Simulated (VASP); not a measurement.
A run of VASP 6.6.1 is set up as follows.

INCAR

```
ALGO = Normal
EDIFF = 1E-6
ENCUT = 600
GGA = PE
GGA_COMPAT = F
ISIF = 2
ISMEAR = -1
LASPH = T
LCHARG = F
LREAL = F
LWAVE = F
NBANDS = 14
NELM = 120
PREC = Accurate
SIGMA = 0.1
```

KPOINTS

```
k-points
0
Gamma
  14 14 14
```

File POSCAR:

```
CoSi
1.0
    2.7236198268      0.0000000000      0.0000000000
    0.0000000000      2.7236198268      0.0000000000
    0.0000000000      0.0000000000      2.7236198268
Co Si
1 1
Direct
    0.0000000000      0.0000000000      0.0000000000
    0.5000000000      0.5000000000      0.5000000000
```

Potentials or basis: VASP PAW PBE potentials, release 64 (Co, Si).

Command:

```console
$ cat potpaw_PBE.64/Co/POTCAR potpaw_PBE.64/Si/POTCAR > POTCAR
$ mpirun -np 1 vasp_std > vasp.out
```

Estimate the pressure.

14.9 GPa.

 Spin polarisation is off, so any magnetic state and its effect on volume and gap are missing.
